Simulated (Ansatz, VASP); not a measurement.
Two plane-wave programs on TiCoC6N6

```
Ti Co C N
1.0
     0.00000    5.11700    5.11700
     5.11700    0.00000    5.11700
     5.11700    5.11700    0.00000
Ti Co C N
1 1 6 6
Direct
  0.50000 0.50000 0.50000
  0.00000 0.00000 0.00000
  0.81268 0.18732 0.18732
  0.18732 0.81268 0.18732
  0.18732 0.18732 0.81268
  0.18732 0.81268 0.81268
  0.81268 0.18732 0.81268
  0.81268 0.81268 0.18732
  0.69836 0.30164 0.30164
  0.30164 0.69836 0.30164
  0.30164 0.30164 0.69836
  0.30164 0.69836 0.69836
  0.69836 0.30164 0.69836
  0.69836 0.69836 0.30164
```

Alike in both runs: task single point; functional PBE; k mesh 4 × 4 × 4; occupations gaussian, width 0.1 eV; collinear spin.

|  | VASP | Ansatz |
| --- | --- | --- |
| version | VASP 6.6.1 | Ansatz 0.2.0 |
| potentials or method | VASP PAW PBE potentials, release 64 (Ti_sv, Co, C, N), cutoff 520 eV | scalar-relativistic, plane waves, PAW |
| valence electrons in the cell | 75 | 83 |

Ansatz gave:

| Item | Value |
| --- | --- |
| gap on the k mesh at the Fermi level (eV) | none |
| pressure (GPa) | -0.1 |
| rms of the force components (eV/Å) | 0.411 |
| net moment per atom (μB) | 0.07 |
| size of the moment on the site where the two differ most (μB) | 0.52 |

Estimate VASP's values.

gap on the k mesh at the Fermi level (eV): none; pressure (GPa): 0.3; rms of the force components (eV/Å): 0.427; net moment per atom (μB): 0.07; size of the moment on the site where the two differ most (μB): 0.67.

Site moments also hang on the region over which each program counts them. Atom by atom the forces differ by 0.206 eV/Å (rms over components). A gap of «none» marks a metal or a gap that the smearing closes. VASP's potentials hold 75 valence electrons a cell and Ansatz's 83, so a difference there can come from the potentials and not from the codes.

Noted on VASP's run: the standard files for N, O and F lose accuracy on very short bonds.
